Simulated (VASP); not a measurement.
# Sb in VASP: further runs

Aim: see how the results for Sb move with the level of theory and the settings. Levels: LDA, PBEsol. Tasks: single point.

All numbers are computed with VASP 6.6.1; they aren't measurements. Logs are shortened: lines on timing, memory, paths and dates and some standing lists are left out, and cuts for length are marked.

### 1 The cell of the first run

The structure is monoclinic, space group P2_1/m (No. 11). The conventional cell has a = 4.528 Å, b = 4.421 Å, c = 6.500 Å, α = 90.00°, β = 101.72°, γ = 90.00°. Sb (site symmetry m) has 7 Sb at 2.92 to 3.75 Å within 3.8 Å. Within 3.8 Å of Sb (site symmetry m) lie 7 Sb at 2.92 to 3.74 Å.

### 2 Single point, LDA

Contents of INCAR:

```
SYSTEM = Sb
ALGO = Normal
EDIFF = 1E-7
ENCUT = 520
ISIF = 2
ISMEAR = -1
LASPH = .TRUE.
LCHARG = .TRUE.
LELF = .TRUE.
LREAL = .FALSE.
LVHAR = .TRUE.
LWAVE = .FALSE.
NBANDS = 18
NELM = 80
PREC = Accurate
SIGMA = 0.05
```

Contents of KPOINTS:

```
k-points
0
G
  6 6 4
  0 0 0
```

Contents of POSCAR:

```
Sb
1.0
    4.5277000000      0.0000000000      0.0000000000
    0.0000000000      4.4211000000      0.0000000000
   -1.3205190000      0.0000000000      6.3643480000
Sb
4
Direct
    0.3399300000      0.2500000000      0.6836700000
    0.9366380000      0.7500000000      0.7627580000
    0.0633620000      0.2500000000      0.2372420000
    0.6600700000      0.7500000000      0.3163300000
```

Potentials or basis: VASP PAW LDA potentials, release 64 (Sb).

Run with:

```bash
$ cat potpaw_LDA.64/Sb/POTCAR > POTCAR
$ mpirun -np 1 vasp_std > vasp.out
```

OUTCAR:

```text
SYSTEM = Sb
   EDIFF = 1E-7
   ENCUT = 520
   ISIF = 2
   ISMEAR = -1
   LASPH = .TRUE.
   LREAL = .FALSE.
   NELM = 80
   PREC = Accurate

 ion  position               nearest neighbor table
   1  0.340  0.250  0.684-   3 2.92   2 2.98   2 2.98   2 3.45   2 3.45   4 3.75   4 3.75
   2  0.937  0.750  0.763-   4 2.92   1 2.98   1 2.98   1 3.45   1 3.45   3 3.74   3 3.74
   3  0.063  0.250  0.237-   1 2.92   4 2.98   4 2.98   4 3.45   4 3.45   2 3.74   2 3.74
   4  0.660  0.750  0.316-   2 2.92   3 2.98   3 2.98   3 3.45   3 3.45   1 3.75   1 3.75

  LATTYP: Found a simple monoclinic cell.
 ALAT       =     4.5277000000
 B/A-ratio  =     0.9764560373
 C/A-ratio  =     1.4355853266
 COS(beta)  =    -0.2031599047

  Lattice vectors:

 A1 = (   4.5277000000,   0.0000000000,   0.0000000000)
 A2 = (   0.0000000000,   4.4211000000,   0.0000000000)
 A3 = (  -1.3205190000,   0.0000000000,   6.3643480000)

Analysis of symmetry for initial positions (statically):
=====================================================================
 Subroutine PRICEL returns:
 Original cell was already a primitive cell.

 Routine SETGRP: Setting up the symmetry group for a
 simple monoclinic supercell.

 Subroutine GETGRP returns: Found  4 space group operations
 (whereof  2 operations were pure point group operations)
 out of a pool of  4 trial point group operations.

The static configuration has the point symmetry S_2 .
 The point group associated with its full space group is C_2h.

Analysis of symmetry for dynamics (positions and initial velocities):
=====================================================================
 Subroutine PRICEL returns:
 Original cell was already a primitive cell.

 Routine SETGRP: Setting up the symmetry group for a
 simple monoclinic supercell.

 Subroutine GETGRP returns: Found  4 space group operations
 (whereof  2 operations were pure point group operations)
 out of a pool of  4 trial point group operations.

The dynamic configuration has the point symmetry S_2 .
 The point group associated with its full space group is C_2h.

 Subroutine INISYM returns: Found  4 space group operations
 (whereof  2 operations are pure point group operations),
 and found     1 'primitive' translations

[... 90 lines left out ...]
   ISTART =      0    job   : 0-new  1-cont  2-samecut
   ICHARG =      2    charge: 1-file 2-atom 10-const
   ISPIN  =      1    spin polarized calculation?
   LNONCOLLINEAR =      F non collinear calculations
   LSORBIT =      F    spin-orbit coupling
   LASPH  =      T    aspherical Exc in radial PAW
   ENCUT  =  520.0 eV  38.22 Ry    6.18 a.u.   8.42  8.22 12.09*2*pi/ulx,y,z
   NELM   =     80;   NELMIN=  2; NELMDL= -5     # of ELM steps
   EDIFF  = 0.1E-06   stopping-criterion for ELM
   LREAL  =      F    real-space projection
   EDIFFG = 0.1E-05   stopping-criterion for IOM
   NSW    =      0    number of steps for IOM
   IBRION =     -1    ionic relax: 0-MD 1-quasi-New 2-CG
   NFREE  =      0    steps in history (QN), initial steepest desc. (CG)
   ISIF   =      2    stress and relaxation
   ISYM   =      2    0-nonsym 1-usesym 2-fastsym
   POTIM  = 0.5000    time-step for ionic-motion
   TEBEG  =    0.0;   TEEND  =   0.0 temperature during run
   PSTRESS=    0.0 pullay stress
   NELECT =      20.0000    total number of electrons
   NUPDOWN=      -1.0000    fix difference up-down
   EMIN   =  10.00;   EMAX   =-10.00  energy-range for DOS
   EFERMI =   0.00;   METHOD = LEGACY
   ISMEAR =    -1;   SIGMA  =   0.05  broadening in eV -4-tet -1-fermi 0-gaus
   EFERMI_NEDOS =   21; number of points for ismear=-14 and -15
   IALGO  =     38    algorithm
   IMIX   =      4    mixing-type and parameters
     AMIX     =   0.40;   BMIX     =  1.00
     AMIX_MAG =   1.60;   BMIX_MAG =  1.00
  volume/ion in A,a.u.               =      31.85       214.93
  Fermi-wavevector in a.u.,A,eV,Ry     =   0.883143  1.668898 10.611741  0.779941
  Thomas-Fermi vector in A             =   2.003869
   LORBIT       =      0    0 simple, 1 ext, 2 COOP (PROOUT), +10 PAW based schemes
   GGA     = CA    functional components
   LHFCALC =     F    Hartree Fock is set to
   AEXX    =    0.0000 exact exchange contribution
   IVDW    =     0    specifies the selected vdW correction
   LEPSILON=     F    determine dielectric tensor
   LRPA    =     F    only Hartree local field effects (RPA)
 non-spin polarized calculation
  energy-cutoff  :      520.00
  volume of cell :      127.40
 maximum number of plane-waves:      3454
 NGX is ok and might be reduce to    36

 number of electron      19.9999999 magnetization

 Free energy of the ion-electron system (eV)
  ---------------------------------------------------
  ext. energy  EPLUGINS =         0.00000000
  ---------------------------------------------------
  free energy    TOTEN  =       -18.66765356 eV

  energy without entropy =      -18.65807300  energy(sigma->0) =      -18.66286328

 E-fermi :   6.2797     XC(G=0):  -9.5045

 val. band max:        6.2674155836   @ k =   0.3333   0.0000  -0.0000
 cond. band min:       6.2931612327   @ k =  -0.1667   0.0000   0.2500
 fundamental gap:      0.0257456491
 Fermi energy:         6.2796760771

 k-point     1 :       0.0000    0.0000    0.0000
  band No.  band energies     occupation
      1      -5.9545      2.00000
      2      -3.5453      2.00000
      3      -1.0922      2.00000
      4      -0.1286      2.00000
      5       2.0574      2.00000
      6       2.8742      2.00000
[... 481 lines left out ...]
      5       2.5090      2.00000
      6       2.9063      2.00000
[... 10 lines left out ...]
     17      10.8812      0.00000
     18      11.7324      0.00000

 [... further k-points ...]
[... 5 lines left out ...]
  --------------------------------------------------------------------------------------
  -------------------------------------------------------------------------------------
  Total       -2.5784129     -3.0181643     -2.1127227      0.0000000      0.0000000      0.3022511
  in kB      -32.4265799    -37.9569726    -26.5699774      0.0000000      0.0000000      3.8011639
  external PRESSURE =     -32.3178433 kB  Pullay stress =       0.0000000 kB

 VOLUME and BASIS-vectors are now :
 -----------------------------------------------------------------------------
  energy-cutoff  :      520.00
  volume of cell :      127.40
      direct lattice vectors                 reciprocal lattice vectors
     4.527700000  0.000000000  0.000000000     0.220862690  0.000000000  0.045826120
     0.000000000  4.421100000  0.000000000     0.000000000  0.226188053  0.000000000
    -1.320519000  0.000000000  6.364348000     0.000000000  0.000000000  0.157125286

 POSITION                                       TOTAL-FORCE (eV/Angst)
 -----------------------------------------------------------------------------------
      0.63630      1.10528      4.35111        -0.127780      0.000000      0.041552
      3.23358      3.31583      4.85446         0.145082     -0.000000     -0.111359
     -0.02640      1.10528      1.50989        -0.145082     -0.000000      0.111359
      2.57088      3.31583      2.01323         0.127780     -0.000000     -0.041552
 -----------------------------------------------------------------------------------
    total drift:                                0.000000      0.000000     -0.000000

  FREE ENERGIE OF THE ION-ELECTRON SYSTEM (eV)
  ---------------------------------------------------
  free  energy   TOTEN  =       -18.6676535636 eV

  energy  without entropy=      -18.6580730027  energy(sigma->0) =      -18.66286328
```

Wall time 83 s (1 thread of Intel Xeon Platinum 8488C (Sapphire Rapids), shared host); peak memory 0.25 GiB.

What came out:

```
Free energy            : -18.6677 eV
Pressure               : -3.2 GPa
Largest force          : 0.183 eV/Å
Band gap on the k mesh : zero (band 10 reaches 6.47 eV, above the bottom of band 11 at 5.96 eV)
```

Forces in eV/Å, atoms in the order of the input:
```
Sb  -0.128  0.000  0.042
Sb   0.145  0.000 -0.111
Sb  -0.145  0.000  0.111
Sb   0.128  0.000 -0.042
```

Stress tensor (GPa, compression positive):
```
-3.24  0.00  0.38
 0.00 -3.80  0.00
 0.38  0.00 -2.66
```

Caveat: spin-orbit coupling is left out, which moves the levels of the heavy elements.

### 3 Single point, LDA (volume scaled by 1.02)

Contents of INCAR:

```
SYSTEM = Sb
  ALGO = Normal
  EDIFF = 1E-7
  ENCUT = 520
  GGA = CA
  ISIF = 2
  ISMEAR = -1
  LASPH = .TRUE.
  LCHARG = .FALSE.
  LREAL = .FALSE.
  LWAVE = .FALSE.
  NBANDS = 18
  NELM = 80
  PREC = Accurate
  SIGMA = 0.05
```

KPOINTS is that of step 2.

Contents of POSCAR:

```
Sb
1.0
    4.5576856421      0.0000000000      0.0000000000
    0.0000000000      4.4503796612      0.0000000000
   -1.3292644138      0.0000000000      6.4064972283
Sb
4
Direct
    0.3399300000      0.2500000000      0.6836700000
    0.9366380000      0.7500000000      0.7627580000
    0.0633620000      0.2500000000      0.2372420000
    0.6600700000      0.7500000000      0.3163300000
```

Potentials or basis: VASP PAW LDA potentials, release 64 (Sb).

Run with:

```bash
$ cat potpaw_LDA.64/Sb/POTCAR > POTCAR
$ mpirun -np 1 vasp_std > vasp.out
```

It took 98 s on 1 thread of Intel Xeon Platinum 8488C (Sapphire Rapids), shared host; peak memory 0.25 GiB.

The run converged. Its results:

* Free energy: -18.6097 eV
* Pressure: -4.0 GPa
* Largest force: 0.291 eV/Å
* Band gap on the k mesh: zero (band 10 reaches 6.21 eV, above the bottom of band 11 at 5.76 eV)

Forces on the atoms (eV/Å):
```
Sb  -0.218  0.000 -0.021
Sb   0.197  0.000 -0.214
Sb  -0.197  0.000  0.214
Sb   0.218  0.000  0.021
```

Stress tensor (GPa, compression positive):
```
-4.01  0.00  0.35
 0.00 -4.70  0.00
 0.35  0.00 -3.44
```

Levels at points of the mesh, in eV from the Fermi level:
```tsv
k point	band 8	band 9	band 10	band 11	band 12	band 13
(0.00, 0.00, 0.00)	-2.05	-1.32	-0.12	2.07	2.68	2.87
(0.50, 0.00, 0.00)	-1.06	-0.84	-0.66	0.31	1.04	1.22
(0.00, 0.50, 0.00)	-1.35	-1.04	-1.04	0.41	0.41	1.32
(0.50, 0.50, 0.00)	-3.38	-2.20	-2.20	0.88	0.88	4.83
(0.00, 0.00, 0.50)	-2.04	-1.66	-1.50	0.65	1.88	2.19
(0.50, 0.00, 0.50)	-0.98	-0.86	-0.69	-0.28	0.76	1.03
(0.00, 0.50, 0.50)	-1.57	-0.80	-0.80	0.11	0.11	0.95
(0.50, 0.50, 0.50)	-3.70	-1.22	-1.22	1.92	1.92	3.54
```

Caveat: spin-orbit coupling is left out, which moves the levels of the heavy elements.

### 4 Single point, LDA (volume scaled by 1.04)

Contents of INCAR:

```
PREC = Accurate ; ENCUT = 520
EDIFF = 1E-6 ; ISMEAR = -1
SIGMA = 0.05 ; LREAL = False
LASPH = True ; NELM = 80
ALGO = Normal ; ISIF = 2
LWAVE = False ; LCHARG = True
GGA = CA ; LELF = True
LVHAR = True ; NBANDS = 18
```

Contents of KPOINTS:

```
regular mesh
0
Gamma
  6 6 4
```

Contents of POSCAR:

```
Sb
1.0
    4.5872818327      0.0000000000      0.0000000000
    0.0000000000      4.4792790402      0.0000000000
   -1.3378962428      0.0000000000      6.4480990254
Sb
4
Direct
    0.3399300000      0.2500000000      0.6836700000
    0.9366380000      0.7500000000      0.7627580000
    0.0633620000      0.2500000000      0.2372420000
    0.6600700000      0.7500000000      0.3163300000
```

Run with:

```bash
$ cat potpaw_LDA.64/Sb/POTCAR > POTCAR
$ mpirun -np 1 vasp_std > vasp.out
```

Wall time 64 s (1 thread of Intel Xeon Platinum 8488C (Sapphire Rapids), shared host); peak memory 0.25 GiB.

The run converged. Its results:

| Quantity | Value |
| --- | --- |
| Free energy | -18.5395 eV |
| Pressure | -4.8 GPa |
| Largest force | 0.396 eV/Å |
| Band gap on the k mesh | zero (band 10 reaches 5.96 eV, above the bottom of band 11 at 5.56 eV) |

Forces on the atoms (eV/Å):
```
Sb  -0.304  0.000 -0.079
Sb   0.247  0.000 -0.310
Sb  -0.247  0.000  0.310
Sb   0.304  0.000  0.079
```

Stress tensor (GPa, compression positive):
```
-4.69  0.00  0.32
 0.00 -5.51  0.00
 0.32  0.00 -4.13
```

Levels at points of the mesh, in eV from the Fermi level:
| k point | band 6 | band 7 | band 8 | band 9 | band 10 | band 11 | band 12 | band 13 | band 14 | band 15 |
| --- | --- | --- | --- | --- | --- | --- | --- | --- | --- | --- |
| (0.00, 0.00, 0.00) | -3.23 | -2.61 | -2.00 | -1.28 | -0.12 | 2.10 | 2.66 | 2.83 | 2.94 | 3.02 |
| (0.50, 0.00, 0.00) | -2.18 | -1.96 | -1.04 | -0.81 | -0.65 | 0.32 | 1.01 | 1.17 | 1.44 | 1.86 |
| (0.00, 0.50, 0.00) | -3.39 | -1.32 | -1.32 | -1.00 | -1.00 | 0.40 | 0.40 | 1.31 | 1.31 | 3.55 |
| (0.50, 0.50, 0.00) | -4.60 | -3.29 | -3.29 | -2.15 | -2.15 | 0.91 | 0.91 | 4.73 | 4.73 | 5.06 |
| (0.00, 0.00, 0.50) | -2.85 | -2.31 | -1.98 | -1.62 | -1.45 | 0.65 | 1.90 | 2.19 | 2.88 | 3.85 |
| (0.50, 0.00, 0.50) | -2.00 | -1.65 | -0.95 | -0.84 | -0.69 | -0.25 | 0.75 | 1.02 | 1.19 | 1.64 |
| (0.00, 0.50, 0.50) | -1.87 | -1.55 | -1.55 | -0.77 | -0.77 | 0.11 | 0.11 | 0.96 | 0.96 | 2.14 |
| (0.50, 0.50, 0.50) | -4.83 | -3.61 | -3.61 | -1.19 | -1.19 | 1.91 | 1.91 | 3.52 | 3.52 | 4.44 |

Caveat: spin-orbit coupling is left out, which moves the levels of the heavy elements.

### 5 Single point, PBEsol (atoms moved at random)

Contents of INCAR:

```
SYSTEM = Sb
PREC = Accurate ; ENCUT = 520
EDIFF = 1E-7 ; ISMEAR = -1
SIGMA = 0.05 ; LREAL = .False.
LASPH = .True. ; NELM = 100
ALGO = Normal ; ISIF = 2
LWAVE = .False. ; LCHARG = .False.
GGA = PS ; NBANDS = 18
```

Contents of KPOINTS:

```
regular mesh
0
Gamma
  6 6 4
  0 0 0
```

Contents of POSCAR:

```
Sb
1.0
    4.5277000000      0.0000000000      0.0000000000
    0.0000000000      4.4211000000      0.0000000000
   -1.3205190000      0.0000000000      6.3643480000
Sb
4
Direct
    0.3400300000      0.2468980000      0.6890660000
    0.9385740000      0.7487980000      0.7605490000
    0.0766930000      0.2526260000      0.2349570000
    0.6486240000      0.7511720000      0.3096560000
```

Potentials or basis: VASP PAW PBE potentials, release 64 (Sb).

Run with:

```bash
$ cat potpaw_PBE.64/Sb/POTCAR > POTCAR
$ mpirun -np 1 vasp_std > vasp.out
```

Run time: 70 s. Hardware: 1 thread of AMD EPYC 9R45 (Zen 5), shared host; peak memory 0.28 GiB.

It converged, with:

```yaml
Free_energy: -17.7048 eV
Pressure: -2.9 GPa
Largest_force: 0.303 eV/Å
Band_gap_on_the_k_mesh: zero (band 10 reaches 6.46 eV, above the bottom of band 11 at 5.88 eV)
```

Forces in eV/Å, atoms in the order of the input:
```
Sb  -0.055  0.021 -0.077
Sb  -0.027 -0.012 -0.101
Sb  -0.220  0.010  0.177
Sb   0.302 -0.020  0.001
```

Stress tensor (GPa, compression positive):
```
-2.90  0.03  0.07
 0.03 -2.98  0.01
 0.07  0.01 -2.76
```

Levels at points of the mesh, in eV from the Fermi level:
```
           k point  band 6  band 7  band 8  band 9  band 10  band 11  band 12  band 13  band 14  band 15
(0.00, 0.00, 0.00)   -3.35   -2.71   -2.18   -1.34    -0.09     2.13     2.81     2.90     3.08     3.17
(0.50, 0.00, 0.00)   -2.39   -1.96   -1.01   -0.80    -0.62     0.27     1.09     1.29     1.37     2.01
(0.00, 0.50, 0.00)   -3.51   -1.36   -1.24   -1.03    -0.97     0.31     0.43     1.16     1.20     3.62
(0.50, 0.50, 0.00)   -4.75   -3.54   -3.53   -2.25    -2.21     0.68     0.93     4.98     5.10     5.35
(0.00, 0.00, 0.50)   -2.93   -2.41   -2.11   -1.75    -1.54     0.58     1.92     2.36     3.05     3.76
(0.50, 0.00, 0.50)   -2.09   -1.64   -0.86   -0.77    -0.67    -0.38     0.73     1.04     1.24     1.50
(0.00, 0.50, 0.50)   -1.83   -1.54   -1.51   -0.84    -0.70     0.07     0.09     0.81     0.97     2.01
(0.50, 0.50, 0.50)   -5.03   -3.95   -3.84   -1.22    -1.12     1.74     2.02     3.52     3.75     4.69
```

Caveat: the cell differs from its parent crystal (atoms moved at random); the PAW data sets were made with another functional, which shifts forces and pressure a little; spin-orbit coupling is left out, which moves the levels of the heavy elements.

### 6 Summary

```tsv
level	potentials or basis	cell	gap on the mesh (eV)	pressure (GPa)	largest force (eV/Å)
LDA	VASP PAW LDA potentials, release 64 (Sb)	a = 4.528, b = 4.421, c = 6.500 Å, angles 90.0, 101.7, 90.0°, 4 atoms	none	-3.2	0.18
LDA	VASP PAW LDA potentials, release 64 (Sb)	a = 4.558, b = 4.450, c = 6.543 Å, angles 90.0, 101.7, 90.0°, 4 atoms	none	-4.0	0.29
LDA	VASP PAW LDA potentials, release 64 (Sb)	a = 4.587, b = 4.479, c = 6.585 Å, angles 90.0, 101.7, 90.0°, 4 atoms	none	-4.8	0.40
PBEsol	VASP PAW PBE potentials, release 64 (Sb)	a = 4.528, b = 4.421, c = 6.500 Å, angles 90.0, 101.7, 90.0°, 4 atoms	none	-2.9	0.30
```

Some of these runs hold the atoms at other places in the same cell, which the table doesn't show; runs alike in all that it shows share one row.

Alike in all rows: task single point; no spin polarisation; k mesh 6 × 6 × 4; cutoff (eV) 520; smearing fermi-dirac 0.05 eV.

Caveats: spin-orbit coupling is left out, which moves the levels of the heavy elements; the PAW data sets were made with another functional, which shifts forces and pressure a little (some runs).

Total energies depend on the potentials used, so only differences within one code and one set of settings carry meaning.
